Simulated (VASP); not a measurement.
# CuCl (zinc blende type) (F-43m) in VASP: further runs

The runs below take CuCl (zinc blende type) through single point, with PBE.

Program: VASP 6.6.1. These are calculated values, not measurements. Logs are shortened: lines on timing, memory, paths and dates and some standing lists are left out, and cuts for length are marked.

**1. The cell of the first run**

It takes space group F-43m (No. 216, cubic). The conventional cell has a = 5.420 Å, b = 5.420 Å, c = 5.420 Å, α = 90.00°, β = 90.00°, γ = 90.00°. Within 3.1 Å of Cu (site symmetry -43m) lie 4 Cl at 2.35 Å. Within 3.1 Å of Cl (site symmetry -43m) lie 4 Cu at 2.35 Å.

**2. Single point, PBE**

File INCAR:

```
PREC = Accurate ; ENCUT = 600
EDIFF = 1E-6 ; ISMEAR = -1
SIGMA = 0.02 ; LREAL = F
LASPH = T ; NELM = 120
ALGO = Normal ; ISIF = 2
LWAVE = F ; LCHARG = T
GGA = PE ; LELF = T
LVHAR = T ; NBANDS = 16
GGA_COMPAT = F
```

File KPOINTS:

```
Automatic mesh
0
Gamma
  6 6 6
```

File POSCAR:

```
CuCl
1.0
    0.0000000000      2.7100000000      2.7100000000
    2.7100000000      0.0000000000      2.7100000000
    2.7100000000      2.7100000000      0.0000000000
Cu Cl
1 1
Direct
    0.0000000000      0.0000000000      0.0000000000
    0.2500000000      0.2500000000      0.2500000000
```

Potentials or basis: VASP PAW PBE potentials, release 64 (Cu, Cl).

Command:

```console
cat potpaw_PBE.64/Cu/POTCAR potpaw_PBE.64/Cl/POTCAR > POTCAR
mpirun -np 1 vasp_std > vasp.out
```

OUTCAR:

```text
PREC = Accurate
   ENCUT = 600
   EDIFF = 1E-6
   ISMEAR = -1
   LREAL = F
   LASPH = T
   NELM = 120
   ISIF = 2
   GGA = PE

 ion  position               nearest neighbor table
   1  0.000  0.000  0.000-   2 2.35   2 2.35   2 2.35   2 2.35
   2  0.250  0.250  0.250-   1 2.35   1 2.35   1 2.35   1 2.35

  LATTYP: Found a face centered cubic cell.
 ALAT       =     5.4200000000

  Lattice vectors:

 A1 = (   0.0000000000,   2.7100000000,   2.7100000000)
 A2 = (   2.7100000000,   0.0000000000,   2.7100000000)
 A3 = (   2.7100000000,   2.7100000000,   0.0000000000)

Analysis of symmetry for initial positions (statically):
=====================================================================
 Subroutine PRICEL returns:
 Original cell was already a primitive cell.

 Routine SETGRP: Setting up the symmetry group for a
 face centered cubic supercell.

 Subroutine GETGRP returns: Found 24 space group operations
 (whereof 24 operations were pure point group operations)
 out of a pool of 48 trial point group operations.

The static configuration has the point symmetry T_d .

Analysis of symmetry for dynamics (positions and initial velocities):
=====================================================================
 Subroutine PRICEL returns:
 Original cell was already a primitive cell.

 Routine SETGRP: Setting up the symmetry group for a
 face centered cubic supercell.

 Subroutine GETGRP returns: Found 24 space group operations
 (whereof 24 operations were pure point group operations)
 out of a pool of 48 trial point group operations.

The dynamic configuration has the point symmetry T_d .

 Subroutine INISYM returns: Found 24 space group operations
 (whereof 24 operations are pure point group operations),
 and found     1 'primitive' translations

----------------------------------------------------------------------------------------

                                     Primitive cell

  volume of cell :      39.8050

  direct lattice vectors                    reciprocal lattice vectors
     0.000000000  2.710000000  2.710000000    -0.184501845  0.184501845  0.184501845
     2.710000000  0.000000000  2.710000000     0.184501845 -0.184501845  0.184501845
     2.710000000  2.710000000  0.000000000     0.184501845  0.184501845 -0.184501845

  length of vectors
     3.832518754  3.832518754  3.832518754     0.319566570  0.319566570  0.319566570

  position of ions in fractional coordinates (direct lattice)
     0.000000000  0.000000000  0.000000000
     0.250000000  0.250000000  0.250000000

  ion indices of the primitive-cell ions
   primitive index   ion index
                 1           1
                 2           2

----------------------------------------------------------------------------------------

 KPOINTS: Automatic mesh

Automatic generation of k-mesh.
 Grid dimensions read from file:
 generate k-points for:    6    6    6

 Generating k-lattice:

  Cartesian coordinates                     Fractional coordinates (reciprocal lattice)
    -0.030750308  0.030750308  0.030750308     0.166666667  0.000000000  0.000000000
     0.030750308 -0.030750308  0.030750308     0.000000000  0.166666667  0.000000000
     0.030750308  0.030750308 -0.030750308     0.000000000  0.000000000  0.166666667

  Length of vectors
     0.053261095  0.053261095  0.053261095

  Shift w.r.t. Gamma in fractional coordinates (k-lattice)
     0.000000000  0.000000000  0.000000000

 Subroutine IBZKPT returns following result:
 ===========================================

 Found     16 irreducible k-points:

 Following reciprocal coordinates:
            Coordinates               Weight
  0.000000  0.000000  0.000000      1.000000
  0.166667  0.000000  0.000000      8.000000
  0.333333  0.000000  0.000000      8.000000
  0.500000  0.000000  0.000000      4.000000
  0.166667  0.166667  0.000000      6.000000
  0.333333  0.166667  0.000000     24.000000
[... 8 lines left out ...]
 -0.333333  0.333333  0.166667     24.000000
 -0.333333  0.500000  0.166667     12.000000
   k-points           NKPTS =     16   k-points in BZ     NKDIM =     16   number of bands    NBANDS=     16
   number of dos      NEDOS =    301   number of ions     NIONS =      2
   total plane-waves  NPLWV =  32768
   dimension x,y,z NGX =    32 NGY =   32 NGZ =   32
   dimension x,y,z NGXF=    64 NGYF=   64 NGZF=   64
   ions per type =               1   1
   NGX,Y,Z   is equivalent  to a cutoff of  13.88, 13.88, 13.88 a.u.
   NGXF,Y,Z  is equivalent  to a cutoff of  27.76, 27.76, 27.76 a.u.
 SYSTEM =  unknown system
   PREC   = accura    normal or accurate (medium, high low for compatibility)
   ISTART =      0    job   : 0-new  1-cont  2-samecut
   ICHARG =      2    charge: 1-file 2-atom 10-const
   ISPIN  =      1    spin polarized calculation?
   LNONCOLLINEAR =      F non collinear calculations
   LSORBIT =      F    spin-orbit coupling
   LASPH  =      T    aspherical Exc in radial PAW
   ENCUT  =  600.0 eV  44.10 Ry    6.64 a.u.   7.65  7.65  7.65*2*pi/ulx,y,z
   NELM   =    120;   NELMIN=  2; NELMDL= -5     # of ELM steps
   EDIFF  = 0.1E-05   stopping-criterion for ELM
   LREAL  =      F    real-space projection
   EDIFFG = 0.1E-04   stopping-criterion for IOM
   NSW    =      0    number of steps for IOM
   IBRION =     -1    ionic relax: 0-MD 1-quasi-New 2-CG
   NFREE  =      0    steps in history (QN), initial steepest desc. (CG)
   ISIF   =      2    stress and relaxation
   ISYM   =      2    0-nonsym 1-usesym 2-fastsym
   POTIM  = 0.5000    time-step for ionic-motion
   TEBEG  =    0.0;   TEEND  =   0.0 temperature during run
   PSTRESS=    0.0 pullay stress
   NELECT =      18.0000    total number of electrons
   NUPDOWN=      -1.0000    fix difference up-down
   EMIN   =  10.00;   EMAX   =-10.00  energy-range for DOS
   EFERMI =   0.00;   METHOD = LEGACY
   ISMEAR =    -1;   SIGMA  =   0.02  broadening in eV -4-tet -1-fermi 0-gaus
   EFERMI_NEDOS =   21; number of points for ismear=-14 and -15
   IALGO  =     38    algorithm
   IMIX   =      4    mixing-type and parameters
     AMIX     =   0.40;   BMIX     =  1.00
     AMIX_MAG =   1.60;   BMIX_MAG =  1.00
  volume/ion in A,a.u.               =      19.90       134.31
  Fermi-wavevector in a.u.,A,eV,Ry     =   1.256569  2.374571 21.483135  1.578966
  Thomas-Fermi vector in A             =   2.390271
   LORBIT       =      0    0 simple, 1 ext, 2 COOP (PROOUT), +10 PAW based schemes
   GGA     = PE    functional components
   LHFCALC =     F    Hartree Fock is set to
   AEXX    =    0.0000 exact exchange contribution
   IVDW    =     0    specifies the selected vdW correction
   LEPSILON=     F    determine dielectric tensor
   LRPA    =     F    only Hartree local field effects (RPA)
 non-spin polarized calculation
  energy-cutoff  :      600.00
  volume of cell :       39.81
 maximum number of plane-waves:      1363
 NGX is ok and might be reduce to    32
   NGX = 15   NGY = 15   NGZ = 15

 number of electron      18.0000009 magnetization

 Free energy of the ion-electron system (eV)
  ---------------------------------------------------
  ext. energy  EPLUGINS =         0.00000000
  ---------------------------------------------------
  free energy    TOTEN  =        -6.34203902 eV

  energy without entropy =       -6.34203901  energy(sigma->0) =       -6.34203901

 E-fermi :   4.1268     XC(G=0):  -9.3896

 val. band max:        3.8482267321   @ k =   0.0000   0.0000   0.0000
 cond. band min:       4.3832047278   @ k =   0.0000   0.0000   0.0000
 fundamental gap:      0.5349779957
 Fermi energy:         4.1268250758

 k-point     1 :       0.0000    0.0000    0.0000
  band No.  band energies     occupation
      1     -13.1655      2.00000
      2      -1.0699      2.00000
      3      -1.0699      2.00000
      4      -1.0699      2.00000
      5       2.3832      2.00000
      6       2.3832      2.00000
[... 8 lines left out ...]
     15      15.5691      0.00000
     16      16.5239      0.00000

 k-point     2 :       0.1667    0.0000    0.0000
  band No.  band energies     occupation
      1     -13.0615      2.00000
      2      -1.5660      2.00000
      3      -1.0636      2.00000
      4      -1.0636      2.00000
      5       2.3713      2.00000
      6       2.3713      2.00000
[... 8 lines left out ...]
     15      14.8445      0.00000
     16      16.7390      0.00000

 k-point     3 :       0.3333    0.0000    0.0000
  band No.  band energies     occupation
      1     -12.8411      2.00000
      2      -2.3911      2.00000
      3      -1.0563      2.00000
      4      -1.0563      2.00000
      5       2.3993      2.00000
      6       2.3993      2.00000
[... 8 lines left out ...]
     15      15.3192      0.00000
     16      15.7702      0.00000

 k-point     4 :       0.5000    0.0000    0.0000
  band No.  band energies     occupation
      1     -12.7239      2.00000
      2      -2.7570      2.00000
      3      -1.0554      2.00000
      4      -1.0554      2.00000
      5       2.4538      2.00000
      6       2.4538      2.00000
[... 8 lines left out ...]
     15      16.8931      0.00000
     16      16.8931      0.00000
[... 172 lines left out ...]
 k-point    14 :       0.5000    0.3333    0.1667
  band No.  band energies     occupation
      1     -12.6945      2.00000
      2      -2.3558      2.00000
      3      -1.4985      2.00000
      4      -1.1319      2.00000
      5       2.2717      2.00000
      6       2.4268      2.00000
[... 8 lines left out ...]
     15      17.3874      0.00000
     16      17.6395      0.00000

 k-point    15 :      -0.3333    0.3333    0.1667
  band No.  band energies     occupation
      1     -12.6167      2.00000
      2      -2.3226      2.00000
      3      -1.7665      2.00000
      4      -1.1718      2.00000
      5       2.2265      2.00000
      6       2.3701      2.00000
[... 8 lines left out ...]
     15      16.7786      0.00000
     16      17.6752      0.00000

 k-point    16 :      -0.3333    0.5000    0.1667
  band No.  band energies     occupation
      1     -12.5804      2.00000
      2      -2.4132      2.00000
      3      -1.6280      2.00000
      4      -1.2612      2.00000
      5       2.2125      2.00000
      6       2.3236      2.00000
[... 8 lines left out ...]
     15      17.4832      0.00000
     16      17.6634      0.00000

------------------------ aborting loop because EDIFF is reached ----------------------------------------

  FORCE on cell =-STRESS in cart. coord.  units (eV):
  Direction    XX          YY          ZZ          XY          YZ          ZX
  --------------------------------------------------------------------------------------
  -------------------------------------------------------------------------------------
  Total        0.0549671      0.0549671      0.0549671      0.0000000      0.0000000      0.0000000
  in kB        2.2124612      2.2124612      2.2124612      0.0000000      0.0000000      0.0000000
  external PRESSURE =       2.2124612 kB  Pullay stress =       0.0000000 kB

 VOLUME and BASIS-vectors are now :
 -----------------------------------------------------------------------------
  energy-cutoff  :      600.00
  volume of cell :       39.81
      direct lattice vectors                 reciprocal lattice vectors
     0.000000000  2.710000000  2.710000000    -0.184501845  0.184501845  0.184501845
     2.710000000  0.000000000  2.710000000     0.184501845 -0.184501845  0.184501845
     2.710000000  2.710000000  0.000000000     0.184501845  0.184501845 -0.184501845

 POSITION                                       TOTAL-FORCE (eV/Angst)
 -----------------------------------------------------------------------------------
      0.00000      0.00000      0.00000        -0.000000     -0.000000      0.000000
      1.35500      1.35500      1.35500         0.000000      0.000000     -0.000000
 -----------------------------------------------------------------------------------
    total drift:                                0.000001      0.000001      0.000001

  FREE ENERGIE OF THE ION-ELECTRON SYSTEM (eV)
  ---------------------------------------------------
  free  energy   TOTEN  =        -6.3420390195 eV

  energy  without entropy=       -6.3420390051  energy(sigma->0) =       -6.34203901
```

It took 28 s on 1 thread of Intel Xeon 8259CL, shared host; peak memory 0.18 GiB.

Results:

```yaml
Free_energy: -6.3420 eV
Pressure: 0.2 GPa
Band_gap_on_the_k_mesh: 0.54 eV
```

Levels at points of the mesh, in eV from the valence-band top:
```tsv
k point	band 6	band 7	band 8	band 9	band 10	band 11	band 12	band 13
(0.00, 0.00, 0.00)	-1.46	0.00	0.00	0.00	0.54	6.75	6.75	6.75
(0.50, 0.00, 0.00)	-1.39	-1.34	-0.55	-0.55	2.89	6.78	7.18	7.18
(0.50, 0.50, 0.00)	-1.36	-1.28	-1.08	-1.08	3.45	4.47	8.74	10.96
```

Caveat: semilocal functionals underestimate gaps, and a narrow one can read as zero.

**3. Single point, PBE**

File INCAR:

```
  PREC = Accurate
  ENCUT = 600
  EDIFF = 1E-6
  ISMEAR = -1
  SIGMA = 0.1
  LREAL = False
  LASPH = True
  NELM = 120
  ALGO = Normal
  ISIF = 2
  LWAVE = False
  LCHARG = True
  GGA = PE
  LELF = True
  LVHAR = True
  NBANDS = 16
  GGA_COMPAT = False
```

File KPOINTS:

```
Automatic mesh
0
Gamma
  8 8 8
```

POSCAR is that of step 2.

Potentials or basis: VASP PAW PBE potentials, release 64 (Cu, Cl).

Command:

```console
cat potpaw_PBE.64/Cu/POTCAR potpaw_PBE.64/Cl/POTCAR > POTCAR
mpirun -np 1 vasp_std > vasp.out
```

It took 45 s on 1 thread of Intel Xeon 8259CL, shared host; peak memory 0.18 GiB.

Results (log left out):

```
Free energy            : -6.3431 eV
Pressure               : 0.3 GPa
Band gap on the k mesh : 0.54 eV
```

Levels at points of the mesh, in eV from the valence-band top:
| k point | band 7 | band 8 | band 9 | band 10 | band 11 | band 12 |
| --- | --- | --- | --- | --- | --- | --- |
| (0.00, 0.00, 0.00) | 0.00 | 0.00 | 0.00 | 0.54 | 6.75 | 6.75 |
| (0.50, 0.00, 0.00) | -1.34 | -0.55 | -0.55 | 2.90 | 6.78 | 7.18 |
| (0.50, 0.50, 0.00) | -1.28 | -1.08 | -1.08 | 3.45 | 4.47 | 8.74 |

Caveat: semilocal functionals underestimate gaps, and a narrow one can read as zero.
